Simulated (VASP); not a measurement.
# AlP (F-43m) in VASP: a series of runs

The runs below take AlP through single point, with PBE.

Program: VASP 6.6.1. These are calculated values, not measurements. Logs are shortened: lines on timing, memory, paths and dates and some standing lists are left out, and cuts for length are marked.

## (1) The cell of the first run

The structure is cubic, space group F-43m (No. 216). Conventional cell: a = 5.389 Å, b = 5.389 Å, c = 5.389 Å, α = 90.00°, β = 90.00°, γ = 90.00°. Al (site symmetry -43m) has 4 P at 2.33 Å within 3.1 Å. P (site symmetry -43m) has 4 Al at 2.33 Å within 3.1 Å.

## (2) Single point, PBE

INCAR reads:

```
SYSTEM = AlP
PREC = Accurate
ENCUT = 500
EDIFF = 1E-6
ISMEAR = 0
SIGMA = 0.01
LREAL = .False.
LASPH = .True.
NELM = 120
ALGO = Normal
ISIF = 2
LWAVE = .False.
LCHARG = .False.
GGA = PE
NBANDS = 11
GGA_COMPAT = .False.
```

KPOINTS reads:

```
regular mesh
0
Gamma
  3 3 3
  0 0 0
```

POSCAR reads:

```
AlP
1.0
    0.0000000000      2.6945833124      2.6945833124
    2.6945833124      0.0000000000      2.6945833124
    2.6945833124      2.6945833124      0.0000000000
Al P
1 1
Direct
    0.0000000000      0.0000000000      0.0000000000
    0.2500000000      0.2500000000      0.2500000000
```

Potentials or basis: VASP PAW PBE potentials, release 64 (Al, P).

Started as:

```console
> cat potpaw_PBE.64/Al/POTCAR potpaw_PBE.64/P/POTCAR > POTCAR
> mpirun -np 1 vasp_std > vasp.out
```

OUTCAR:

```text
SYSTEM = AlP
   PREC = Accurate
   ENCUT = 500
   EDIFF = 1E-6
   ISMEAR = 0
   LREAL = .False.
   LASPH = .True.
   NELM = 120
   ISIF = 2
   GGA = PE

 ion  position               nearest neighbor table
   1  0.000  0.000  0.000-   2 2.33   2 2.33   2 2.33   2 2.33
   2  0.250  0.250  0.250-   1 2.33   1 2.33   1 2.33   1 2.33

  LATTYP: Found a face centered cubic cell.
 ALAT       =     5.3891666248

  Lattice vectors:

 A1 = (   0.0000000000,   2.6945833124,   2.6945833124)
 A2 = (   2.6945833124,   0.0000000000,   2.6945833124)
 A3 = (   2.6945833124,   2.6945833124,   0.0000000000)

Analysis of symmetry for initial positions (statically):
=====================================================================
 Subroutine PRICEL returns:
 Original cell was already a primitive cell.

 Routine SETGRP: Setting up the symmetry group for a
 face centered cubic supercell.

 Subroutine GETGRP returns: Found 24 space group operations
 (whereof 24 operations were pure point group operations)
 out of a pool of 48 trial point group operations.

The static configuration has the point symmetry T_d .

Analysis of symmetry for dynamics (positions and initial velocities):
=====================================================================
 Subroutine PRICEL returns:
 Original cell was already a primitive cell.

 Routine SETGRP: Setting up the symmetry group for a
 face centered cubic supercell.

 Subroutine GETGRP returns: Found 24 space group operations
 (whereof 24 operations were pure point group operations)
 out of a pool of 48 trial point group operations.

The dynamic configuration has the point symmetry T_d .

 Subroutine INISYM returns: Found 24 space group operations
 (whereof 24 operations are pure point group operations),
 and found     1 'primitive' translations

----------------------------------------------------------------------------------------

                                     Primitive cell

  volume of cell :      39.1295

  direct lattice vectors                    reciprocal lattice vectors
     0.000000000  2.694583312  2.694583312    -0.185557447  0.185557447  0.185557447
     2.694583312  0.000000000  2.694583312     0.185557447 -0.185557447  0.185557447
     2.694583312  2.694583312  0.000000000     0.185557447  0.185557447 -0.185557447

  length of vectors
     3.810716265  3.810716265  3.810716265     0.321394926  0.321394926  0.321394926

  position of ions in fractional coordinates (direct lattice)
     0.000000000  0.000000000  0.000000000
     0.250000000  0.250000000  0.250000000

  ion indices of the primitive-cell ions
   primitive index   ion index
                 1           1
                 2           2

----------------------------------------------------------------------------------------

 KPOINTS: regular mesh

Automatic generation of k-mesh.
 Grid dimensions read from file:
 generate k-points for:    3    3    3

 Generating k-lattice:

  Cartesian coordinates                     Fractional coordinates (reciprocal lattice)
    -0.061852482  0.061852482  0.061852482     0.333333333  0.000000000  0.000000000
     0.061852482 -0.061852482  0.061852482     0.000000000  0.333333333  0.000000000
     0.061852482  0.061852482 -0.061852482     0.000000000  0.000000000  0.333333333

  Length of vectors
     0.107131642  0.107131642  0.107131642

  Shift w.r.t. Gamma in fractional coordinates (k-lattice)
     0.000000000  0.000000000  0.000000000

 Subroutine IBZKPT returns following result:
 ===========================================

 Found      4 irreducible k-points:

 Following reciprocal coordinates:
            Coordinates               Weight
  0.000000  0.000000  0.000000      1.000000
  0.333333  0.000000  0.000000      8.000000
  0.333333  0.333333  0.000000      6.000000
 -0.333333  0.333333  0.000000     12.000000
   k-points           NKPTS =      4   k-points in BZ     NKDIM =      4   number of bands    NBANDS=     11
   number of dos      NEDOS =    301   number of ions     NIONS =      2
   total plane-waves  NPLWV =  21952
   dimension x,y,z NGX =    28 NGY =   28 NGZ =   28
   dimension x,y,z NGXF=    56 NGYF=   56 NGZF=   56
   ions per type =               1   1
   NGX,Y,Z   is equivalent  to a cutoff of  12.22, 12.22, 12.22 a.u.
   NGXF,Y,Z  is equivalent  to a cutoff of  24.43, 24.43, 24.43 a.u.
 SYSTEM =  AlP
   PREC   = accura    normal or accurate (medium, high low for compatibility)
   ISTART =      0    job   : 0-new  1-cont  2-samecut
   ICHARG =      2    charge: 1-file 2-atom 10-const
   ISPIN  =      1    spin polarized calculation?
   LNONCOLLINEAR =      F non collinear calculations
   LSORBIT =      F    spin-orbit coupling
   LASPH  =      T    aspherical Exc in radial PAW
   ENCUT  =  500.0 eV  36.75 Ry    6.06 a.u.   6.95  6.95  6.95*2*pi/ulx,y,z
   NELM   =    120;   NELMIN=  2; NELMDL= -5     # of ELM steps
   EDIFF  = 0.1E-05   stopping-criterion for ELM
   LREAL  =      F    real-space projection
   EDIFFG = 0.1E-04   stopping-criterion for IOM
   NSW    =      0    number of steps for IOM
   IBRION =     -1    ionic relax: 0-MD 1-quasi-New 2-CG
   NFREE  =      0    steps in history (QN), initial steepest desc. (CG)
   ISIF   =      2    stress and relaxation
   ISYM   =      2    0-nonsym 1-usesym 2-fastsym
   POTIM  = 0.5000    time-step for ionic-motion
   TEBEG  =    0.0;   TEEND  =   0.0 temperature during run
   PSTRESS=    0.0 pullay stress
   NELECT =       8.0000    total number of electrons
   NUPDOWN=      -1.0000    fix difference up-down
   EMIN   =  10.00;   EMAX   =-10.00  energy-range for DOS
   EFERMI =   0.00;   METHOD = LEGACY
   ISMEAR =     0;   SIGMA  =   0.01  broadening in eV -4-tet -1-fermi 0-gaus
   EFERMI_NEDOS =   21; number of points for ismear=-14 and -15
   IALGO  =     38    algorithm
   IMIX   =      4    mixing-type and parameters
     AMIX     =   0.40;   BMIX     =  1.00
     AMIX_MAG =   1.60;   BMIX_MAG =  1.00
  volume/ion in A,a.u.               =      19.56       132.03
  Fermi-wavevector in a.u.,A,eV,Ry     =   0.964428  1.822505 12.655073  0.930122
  Thomas-Fermi vector in A             =   2.094059
   LORBIT       =      0    0 simple, 1 ext, 2 COOP (PROOUT), +10 PAW based schemes
   GGA     = PE    functional components
   LHFCALC =     F    Hartree Fock is set to
   AEXX    =    0.0000 exact exchange contribution
   IVDW    =     0    specifies the selected vdW correction
   LEPSILON=     F    determine dielectric tensor
   LRPA    =     F    only Hartree local field effects (RPA)
 non-spin polarized calculation
 Gauss-broadening in eV      SIGMA  =   0.01
  energy-cutoff  :      500.00
  volume of cell :       39.13
 maximum number of plane-waves:      1018
   NGX = 13   NGY = 13   NGZ = 13

 number of electron       7.9999999 magnetization

 Free energy of the ion-electron system (eV)
  ---------------------------------------------------
  ext. energy  EPLUGINS =         0.00000000
  ---------------------------------------------------
  free energy    TOTEN  =        -9.93817375 eV

  energy without entropy =       -9.93817375  energy(sigma->0) =       -9.93817375

 E-fermi :   5.1558     XC(G=0):  -9.3110

 val. band max:        5.0590919769   @ k =   0.0000   0.0000   0.0000
 cond. band min:       7.1729936526   @ k =   0.3333   0.3333   0.0000
 fundamental gap:      2.1139016757
 Fermi energy:         5.1558444542

 k-point     1 :       0.0000    0.0000    0.0000
  band No.  band energies     occupation
      1      -6.6919      2.00000
      2       5.0591      2.00000
      3       5.0591      2.00000
      4       5.0591      2.00000
      5       8.6894      0.00000
      6       9.6020      0.00000
      7       9.6020      0.00000
      8       9.6020      0.00000
      9      13.8730      0.00000
     10      13.8730      0.00000
     11      15.5746      0.00000

 k-point     2 :       0.3333    0.0000    0.0000
  band No.  band energies     occupation
      1      -5.5330      2.00000
      2       0.5686      2.00000
      3       4.4166      2.00000
      4       4.4166      2.00000
      5       8.2152      0.00000
      6      10.0671      0.00000
      7      10.0671      0.00000
      8      13.1780      0.00000
      9      14.2143      0.00000
     10      14.2143      0.00000
     11      15.5814      0.00000

 k-point     3 :       0.3333    0.3333    0.0000
  band No.  band energies     occupation
      1      -5.1187      2.00000
      2       0.9521      2.00000
      3       3.2379      2.00000
      4       3.2379      2.00000
      5       7.1730      0.00000
      6       8.1762      0.00000
      7      13.6597      0.00000
      8      13.6597      0.00000
      9      15.0805      0.00000
     10      16.0120      0.00000
     11      19.7081      0.00000

 k-point     4 :      -0.3333    0.3333    0.0000
  band No.  band energies     occupation
      1      -4.3569      2.00000
      2       0.0050      2.00000
      3       1.3332      2.00000
      4       3.5144      2.00000
      5       7.8063      0.00000
      6      11.5344      0.00000
      7      12.7099      0.00000
      8      13.0540      0.00000
      9      14.0346      0.00000
     10      14.2022      0.00000
     11      20.5495      0.00000

------------------------ aborting loop because EDIFF is reached ----------------------------------------

  FORCE on cell =-STRESS in cart. coord.  units (eV):
  Direction    XX          YY          ZZ          XY          YZ          ZX
  --------------------------------------------------------------------------------------
  -------------------------------------------------------------------------------------
  Total        1.8805566      1.8805566      1.8805566     -0.0000000     -0.0000000     -0.0000000
  in kB       77.0002527     77.0002527     77.0002527     -0.0000000     -0.0000000     -0.0000000
  external PRESSURE =      77.0002527 kB  Pullay stress =       0.0000000 kB

 VOLUME and BASIS-vectors are now :
 -----------------------------------------------------------------------------
  energy-cutoff  :      500.00
  volume of cell :       39.13
      direct lattice vectors                 reciprocal lattice vectors
     0.000000000  2.694583312  2.694583312    -0.185557447  0.185557447  0.185557447
     2.694583312  0.000000000  2.694583312     0.185557447 -0.185557447  0.185557447
     2.694583312  2.694583312  0.000000000     0.185557447  0.185557447 -0.185557447

 POSITION                                       TOTAL-FORCE (eV/Angst)
 -----------------------------------------------------------------------------------
      0.00000      0.00000      0.00000         0.000000      0.000000      0.000000
      1.34729      1.34729      1.34729        -0.000000     -0.000000     -0.000000
 -----------------------------------------------------------------------------------
    total drift:                                0.000000      0.000000      0.000000

  FREE ENERGIE OF THE ION-ELECTRON SYSTEM (eV)
  ---------------------------------------------------
  free  energy   TOTEN  =        -9.9381737483 eV

  energy  without entropy=       -9.9381737483  energy(sigma->0) =       -9.93817375
```

It took 6.2 s on 1 thread of Intel Xeon 8259CL, shared host; peak memory 0.14 GiB.

What came out:

| Item | Value |
| --- | --- |
| Free energy | -9.9382 eV |
| Pressure | 7.7 GPa |
| Band gap on the k mesh | 2.11 eV, indirect (least direct gap 3.63 eV) |

Caveat: the k points lie up to 0.67 Å⁻¹ apart. A k mesh can miss the band edges.

(Continued in part 2 of 2.)
